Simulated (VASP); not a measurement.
# SiO2 (Imma) in VASP: a series of runs

The runs below take SiO2 through single point, with PBE, LDA.

Program: VASP 6.6.1. These are calculated values, not measurements. Logs are shortened: lines on timing, memory, paths and dates and some standing lists are left out, and cuts for length are marked.

### 1 The cell of the first run

The structure is orthorhombic, space group Imma (No. 74). The conventional cell has a = 5.247 Å, b = 9.554 Å, c = 8.883 Å, α = 90.00°, β = 90.00°, γ = 90.00°. Within 2.1 Å of Si (site symmetry m) lie 4 O at 1.60 to 1.61 Å. Within 2.1 Å of O (site symmetry 2/m) lie 2 Si at 1.60 Å. O (site symmetry 2) has 2 Si at 1.61 Å within 2.1 Å. O (site symmetry mm2) has 2 Si at 1.61 Å within 2.1 Å.

### 2 Single point, PBE

File INCAR:

```
SYSTEM = SiO2
PREC = Accurate
ENCUT = 520
EDIFF = 1E-6
ISMEAR = -1
SIGMA = 0.05
LREAL = .False.
LASPH = .True.
NELM = 60
ALGO = Normal
ISIF = 2
LWAVE = .False.
LCHARG = .False.
GGA = PE
NBANDS = 44
```

File KPOINTS:

```
Automatic mesh
0
Gamma
  4 4 4
  0 0 0
```

File POSCAR:

```
SiO2
1.0
   -2.6233364600      4.7767535050      4.4416747250
    2.6233364600     -4.7767535050      4.4416747250
    2.6233364600      4.7767535050     -4.4416747250
Si O
4 8
Direct
    0.2603409800      0.8449448900      0.4153960900
    0.0704512000      0.1550551100      0.9153960900
    0.7396590200      0.1550551100      0.5846039100
    0.9295488000      0.8449448900      0.0846039100
    0.5000000000      0.0000000000      0.5000000000
    0.0000000000      0.0000000000      0.0000000000
    0.7931754100      0.0000000000      0.2931754100
    0.2068245900      0.5000000000      0.2068245900
    0.2068245900      0.0000000000      0.7068245900
    0.7931754100      0.5000000000      0.7931754100
    0.8693111300      0.1193111300      0.7500000000
    0.1306888700      0.8806888700      0.2500000000
```

Potentials or basis: VASP PAW PBE potentials, release 64 (Si, O).

Command:

```console
cat potpaw_PBE.64/Si/POTCAR potpaw_PBE.64/O/POTCAR > POTCAR
mpirun -np 1 vasp_std > vasp.out
```

OUTCAR:

```text
SYSTEM = SiO2
   PREC = Accurate
   ENCUT = 520
   EDIFF = 1E-6
   ISMEAR = -1
   LREAL = .False.
   LASPH = .True.
   NELM = 60
   ISIF = 2
   GGA = PE

 ion  position               nearest neighbor table
   1  0.260  0.845  0.415-   5 1.60   8 1.61   9 1.61  12 1.61   2 3.12   2 3.12
   2  0.070  0.155  0.915-   6 1.60   8 1.61   9 1.61  11 1.61   1 3.12   1 3.12
   3  0.740  0.155  0.585-   5 1.60   7 1.61  10 1.61  11 1.61   4 3.12   4 3.12
   4  0.930  0.845  0.085-   6 1.60  10 1.61   7 1.61  12 1.61   3 3.12   3 3.12
   5  0.500  0.000  0.500-   1 1.60   3 1.60
   6  0.000  0.000  0.000-   2 1.60   4 1.60
   7  0.793  0.000  0.293-   4 1.61   3 1.61
   8  0.207  0.500  0.207-   2 1.61   1 1.61
   9  0.207  0.000  0.707-   2 1.61   1 1.61
  10  0.793  0.500  0.793-   4 1.61   3 1.61
  11  0.869  0.119  0.750-   2 1.61   3 1.61
  12  0.131  0.881  0.250-   1 1.61   4 1.61

  LATTYP: Found a body centered orthorhombic cell.
 ALAT       =     5.2466729200
 B/A-ratio  =     1.6931395544
 C/A-ratio  =     1.8208695598

  Lattice vectors:

 A1 = (   2.6233364600,  -4.7767535050,  -4.4416747250)
 A2 = (  -2.6233364600,  -4.7767535050,   4.4416747250)
 A3 = (  -2.6233364600,   4.7767535050,  -4.4416747250)

Analysis of symmetry for initial positions (statically):
=====================================================================
 Subroutine PRICEL returns:
 Original cell was already a primitive cell.

 Routine SETGRP: Setting up the symmetry group for a
 body centered orthorhombic supercell.

 Subroutine GETGRP returns: Found  8 space group operations
 (whereof  4 operations were pure point group operations)
 out of a pool of  8 trial point group operations.

The static configuration has the point symmetry C_2h.
 The point group associated with its full space group is D_2h.

Analysis of symmetry for dynamics (positions and initial velocities):
=====================================================================
 Subroutine PRICEL returns:
 Original cell was already a primitive cell.

 Routine SETGRP: Setting up the symmetry group for a
 body centered orthorhombic supercell.

 Subroutine GETGRP returns: Found  8 space group operations
 (whereof  4 operations were pure point group operations)
 out of a pool of  8 trial point group operations.

The dynamic configuration has the point symmetry C_2h.
 The point group associated with its full space group is D_2h.

 Subroutine INISYM returns: Found  8 space group operations
 (whereof  4 operations are pure point group operations),
 and found     1 'primitive' translations

----------------------------------------------------------------------------------------

                                     Primitive cell

  volume of cell :     222.6351

  direct lattice vectors                    reciprocal lattice vectors
    -2.623336460  4.776753505  4.441674725     0.000000000  0.104673603  0.112570152
     2.623336460 -4.776753505  4.441674725     0.190596977  0.000000000  0.112570152
     2.623336460  4.776753505 -4.441674725     0.190596977  0.104673603  0.000000000

  length of vectors
     7.030486654  7.030486654  7.030486654     0.153715979  0.221357735  0.217448318

  position of ions in fractional coordinates (direct lattice)
     0.260340980  0.844944890  0.415396090
     0.070451200  0.155055110  0.915396090
     0.739659020  0.155055110  0.584603910
     0.929548800  0.844944890  0.084603910
     0.500000000  0.000000000  0.500000000
     0.000000000  0.000000000  0.000000000
     0.793175410  0.000000000  0.293175410
     0.206824590  0.500000000  0.206824590
     0.206824590  0.000000000  0.706824590
     0.793175410  0.500000000  0.793175410
     0.869311130  0.119311130  0.750000000
     0.130688870  0.880688870  0.250000000

  ion indices of the primitive-cell ions
   primitive index   ion index
                 1           1
                 2           2
                 3           3
                 4           4
                 5           5
                 6           6
                 7           7
                 8           8
                 9           9
                10          10
                11          11
                12          12

----------------------------------------------------------------------------------------

 KPOINTS: Automatic mesh

Automatic generation of k-mesh.
 Grid dimensions read from file:
 generate k-points for:    4    4    4

 Generating k-lattice:

  Cartesian coordinates                     Fractional coordinates (reciprocal lattice)
     0.000000000  0.026168401  0.028142538     0.250000000  0.000000000  0.000000000
     0.047649244  0.000000000  0.028142538     0.000000000  0.250000000  0.000000000
     0.047649244  0.026168401  0.000000000     0.000000000  0.000000000  0.250000000

  Length of vectors
     0.038428995  0.055339434  0.054362079

  Shift w.r.t. Gamma in fractional coordinates (k-lattice)
     0.000000000  0.000000000  0.000000000

 Subroutine IBZKPT returns following result:
 ===========================================

 Found     18 irreducible k-points:

 Following reciprocal coordinates:
            Coordinates               Weight
  0.000000  0.000000  0.000000      1.000000
  0.250000 -0.000000  0.000000      4.000000
  0.500000 -0.000000  0.000000      2.000000
 -0.000000  0.250000  0.000000      4.000000
  0.250000  0.250000  0.000000      8.000000
  0.500000  0.250000  0.000000      8.000000
[... 10 lines left out ...]
 -0.250000 -0.250000  0.250000      2.000000
  0.500000  0.500000  0.500000      1.000000
   k-points           NKPTS =     18   k-points in BZ     NKDIM =     18   number of bands    NBANDS=     44
   number of dos      NEDOS =    301   number of ions     NIONS =     12
   total plane-waves  NPLWV = 157464
   dimension x,y,z NGX =    54 NGY =   54 NGZ =   54
   dimension x,y,z NGXF=   108 NGYF=  108 NGZF=  108
   ions per type =               4   8
   NGX,Y,Z   is equivalent  to a cutoff of  12.77, 12.77, 12.77 a.u.
   NGXF,Y,Z  is equivalent  to a cutoff of  25.54, 25.54, 25.54 a.u.
 SYSTEM =  SiO2
   PREC   = accura    normal or accurate (medium, high low for compatibility)
   ISTART =      0    job   : 0-new  1-cont  2-samecut
   ICHARG =      2    charge: 1-file 2-atom 10-const
   ISPIN  =      1    spin polarized calculation?
   LNONCOLLINEAR =      F non collinear calculations
   LSORBIT =      F    spin-orbit coupling
   LASPH  =      T    aspherical Exc in radial PAW
   ENCUT  =  520.0 eV  38.22 Ry    6.18 a.u.  13.07 13.07 13.07*2*pi/ulx,y,z
   NELM   =     60;   NELMIN=  2; NELMDL= -5     # of ELM steps
   EDIFF  = 0.1E-05   stopping-criterion for ELM
   LREAL  =      F    real-space projection
   EDIFFG = 0.1E-04   stopping-criterion for IOM
   NSW    =      0    number of steps for IOM
   IBRION =     -1    ionic relax: 0-MD 1-quasi-New 2-CG
   NFREE  =      0    steps in history (QN), initial steepest desc. (CG)
   ISIF   =      2    stress and relaxation
   ISYM   =      2    0-nonsym 1-usesym 2-fastsym
   POTIM  = 0.5000    time-step for ionic-motion
   TEBEG  =    0.0;   TEEND  =   0.0 temperature during run
   PSTRESS=    0.0 pullay stress
   NELECT =      64.0000    total number of electrons
   NUPDOWN=      -1.0000    fix difference up-down
   EMIN   =  10.00;   EMAX   =-10.00  energy-range for DOS
   EFERMI =   0.00;   METHOD = LEGACY
   ISMEAR =    -1;   SIGMA  =   0.05  broadening in eV -4-tet -1-fermi 0-gaus
   EFERMI_NEDOS =   21; number of points for ismear=-14 and -15
   IALGO  =     38    algorithm
   IMIX   =      4    mixing-type and parameters
     AMIX     =   0.40;   BMIX     =  1.00
     AMIX_MAG =   1.60;   BMIX_MAG =  1.00
  volume/ion in A,a.u.               =      18.55       125.20
  Fermi-wavevector in a.u.,A,eV,Ry     =   1.080447  2.041750 15.882987  1.167367
  Thomas-Fermi vector in A             =   2.216439
   LORBIT       =      0    0 simple, 1 ext, 2 COOP (PROOUT), +10 PAW based schemes
   GGA     = PE    functional components
   LHFCALC =     F    Hartree Fock is set to
   AEXX    =    0.0000 exact exchange contribution
   IVDW    =     0    specifies the selected vdW correction
   LEPSILON=     F    determine dielectric tensor
   LRPA    =     F    only Hartree local field effects (RPA)
 non-spin polarized calculation
  energy-cutoff  :      520.00
  volume of cell :      222.64
 maximum number of plane-waves:      6052
 NGX is ok and might be reduce to    54
   NGX = 27   NGY = 27   NGZ = 27

 number of electron      64.0000004 magnetization

 Free energy of the ion-electron system (eV)
  ---------------------------------------------------
  ext. energy  EPLUGINS =         0.00000000
  ---------------------------------------------------
  free energy    TOTEN  =       -94.80062240 eV

  energy without entropy =      -94.80062240  energy(sigma->0) =      -94.80062240

 E-fermi :  -0.4073     XC(G=0):  -7.0038

 val. band max:       -1.4904207979   @ k =   0.0000   0.0000   0.0000
 cond. band min:       3.9973853766   @ k =   0.0000   0.0000   0.0000
 fundamental gap:      5.4878061745
 Fermi energy:        -0.4073082387

 k-point     1 :       0.0000    0.0000    0.0000
  band No.  band energies     occupation
      1     -21.0143      2.00000
      2     -20.1017      2.00000
      3     -19.6318      2.00000
      4     -19.5536      2.00000
      5     -19.0198      2.00000
      6     -18.9686      2.00000
[... 36 lines left out ...]
     43       9.0003      0.00000
     44       9.2752      0.00000

 k-point     2 :       0.2500   -0.0000    0.0000
  band No.  band energies     occupation
      1     -20.9509      2.00000
      2     -20.2673      2.00000
      3     -19.7089      2.00000
      4     -19.3760      2.00000
      5     -19.0000      2.00000
      6     -18.9717      2.00000
[... 744 lines left out ...]
 k-point    18 :       0.5000    0.5000    0.5000
  band No.  band energies     occupation
      1     -20.6277      2.00000
      2     -20.5710      2.00000
      3     -20.1084      2.00000
      4     -18.9796      2.00000
      5     -18.9668      2.00000
      6     -18.9634      2.00000
[... 36 lines left out ...]
     43       9.4983      0.00000
     44       9.5452      0.00000

------------------------ aborting loop because EDIFF is reached ----------------------------------------

  FORCE on cell =-STRESS in cart. coord.  units (eV):
  Direction    XX          YY          ZZ          XY          YZ          ZX
  --------------------------------------------------------------------------------------
  -------------------------------------------------------------------------------------
  Total        4.9145094      4.7340577      4.8748902      0.0000000      0.0000000      0.0000000
  in kB       35.3669152     34.0683080     35.0817986      0.0000000      0.0000000      0.0000000
  external PRESSURE =      34.8390073 kB  Pullay stress =       0.0000000 kB

 VOLUME and BASIS-vectors are now :
 -----------------------------------------------------------------------------
  energy-cutoff  :      520.00
  volume of cell :      222.64
      direct lattice vectors                 reciprocal lattice vectors
    -2.623336460  4.776753505  4.441674725     0.000000000  0.104673603  0.112570152
     2.623336460 -4.776753505  4.441674725     0.190596977  0.000000000  0.112570152
     2.623336460  4.776753505 -4.441674725     0.190596977  0.104673603  0.000000000

 POSITION                                       TOTAL-FORCE (eV/Angst)
 -----------------------------------------------------------------------------------
      2.62334     -0.80826      3.06427        -0.000000     -0.046276     -0.016410
      2.62334      3.96849     -3.06427        -0.000000     -0.046276      0.016410
      0.00000      5.58502      1.37741        -0.000000      0.046276      0.016410
     -0.00000      0.80826      7.50594         0.000000      0.046276     -0.016410
      0.00000      4.77675      0.00000         0.000000      0.000000     -0.000000
      0.00000      0.00000      0.00000         0.000000      0.000000     -0.000000
     -1.31167      5.18923      2.22084        -0.000000     -0.291489      0.000000
      1.31167     -0.41248      2.22084         0.000000      0.291489      0.000000
      1.31167      4.36428     -2.22084         0.000000      0.291489      0.000000
      1.31167      5.18923      2.22084        -0.000000     -0.291489      0.000000
     -0.00000      7.16513      1.05988        -0.000000      0.000000     -0.240800
      2.62334     -2.38838      3.38179         0.000000      0.000000      0.240800
 -----------------------------------------------------------------------------------
    total drift:                               -0.000000     -0.000000      0.000000

  FREE ENERGIE OF THE ION-ELECTRON SYSTEM (eV)
  ---------------------------------------------------
  free  energy   TOTEN  =       -94.8006224032 eV

  energy  without entropy=      -94.8006224032  energy(sigma->0) =      -94.80062240
```

It took 3.6 min on 1 thread of Intel Xeon 6975P-C (Granite Rapids), shared host; peak memory 0.39 GiB.

Results:

```yaml
Free_energy: -94.8006 eV
Pressure: 3.5 GPa
Largest_force: 0.291 eV/Å
Band_gap_on_the_k_mesh: 5.49 eV
```

Forces in eV/Å, atoms in the order of the input:
```
Si   0.000 -0.046 -0.016
Si   0.000 -0.046  0.016
Si   0.000  0.046  0.016
Si   0.000  0.046 -0.016
O    0.000  0.000  0.000
O    0.000  0.000  0.000
O    0.000 -0.291  0.000
O    0.000  0.291  0.000
O    0.000  0.291  0.000
O    0.000 -0.291  0.000
O    0.000  0.000 -0.241
O    0.000  0.000  0.241
```

Caveat: the cell stands under pressure.

### 3 Single point, LDA

This run uses another cell than the first one, of 18.32 Å³/atom.

File INCAR:

```
PREC     = Accurate       # precision mode
ENCUT    = 520            # plane-wave cutoff, eV
EDIFF    = 1E-6           # SCF threshold, eV
ISMEAR   = -1             # smearing method
SIGMA    = 0.05           # smearing width, eV
LREAL    = F              # projectors in reciprocal space
LASPH    = T              # aspherical terms in the spheres
NELM     = 100            # most SCF steps
ALGO     = Normal         # electronic algorithm
ISIF     = 2              # what is computed and relaxed
LWAVE    = F              # write WAVECAR
LCHARG   = T              # write CHGCAR
GGA      = CA             # functional
LELF     = T              # ELF
LVHAR    = T            
NBANDS   = 44             # bands
```

File KPOINTS:

```
regular mesh
0
Gamma
  6 6 6
```

File POSCAR:

```
SiO2
1.0
   -2.6150536501      4.7378934812      4.4366823632
    2.6150536501     -4.7378934812      4.4366823632
    2.6150536501      4.7378934812     -4.4366823632
Si O
4 8
Direct
    0.2606495565      0.8441056409      0.4165439156
    0.0724382746      0.1558943591      0.9165439156
    0.7393504435      0.1558943591      0.5834560844
    0.9275617254      0.8441056409      0.0834560844
    0.5000000000      0.0000000000      0.5000000000
    0.0000000000      0.0000000000      0.0000000000
    0.7902960418      0.0000000000      0.2902960418
    0.2097039582      0.5000000000      0.2097039582
    0.2097039582      0.0000000000      0.7097039582
    0.7902960418      0.5000000000      0.7902960418
    0.8721533229      0.1221533229      0.7500000000
    0.1278466771      0.8778466771      0.2500000000
```

Potentials or basis: VASP PAW LDA potentials, release 64 (Si, O).

Command:

```console
cat potpaw_LDA.64/Si/POTCAR potpaw_LDA.64/O/POTCAR > POTCAR
mpirun -np 1 vasp_std > vasp.out
```

It took 9.8 min on 1 thread of Intel Xeon 6975P-C (Granite Rapids), shared host; peak memory 0.5 GiB.

Results (log left out):

```yaml
Free_energy: -103.6100 eV
Pressure: 0.4 GPa
Largest_force: 0.056 eV/Å
Band_gap_on_the_k_mesh: 5.42 eV
```

Forces on the atoms (eV/Å):
```
Si   0.000  0.044  0.034
Si   0.000  0.044 -0.034
Si   0.000 -0.044 -0.034
Si   0.000 -0.044  0.034
O    0.000  0.000  0.000
O    0.000  0.000  0.000
O    0.000 -0.009  0.000
O    0.000  0.009  0.000
O    0.000  0.009  0.000
O    0.000 -0.009  0.000
O    0.000  0.000  0.000
O    0.000  0.000  0.000
```

Stress tensor (GPa, compression positive):
```
0.47 0.00 0.00
0.00 0.34 0.00
0.00 0.00 0.40
```

Levels at points of the mesh, in eV from the valence-band top:
```
           k point  band 30  band 31  band 32  band 33  band 34  band 35
(0.00, 0.00, 0.00)    -0.75    -0.46     0.00     5.42     8.35     8.71
(0.50, 0.00, 0.00)    -0.57    -0.32    -0.17     6.39     6.92     8.49
(0.00, 0.50, 0.00)    -0.85    -0.79    -0.22     7.64     7.71     8.36
(0.50, 0.50, 0.00)    -0.99    -0.43    -0.43     7.62     7.62     8.85
(0.50, 0.50, 0.50)    -0.26    -0.24    -0.02     7.33     7.47     7.69
```

A k mesh can miss the band edges.
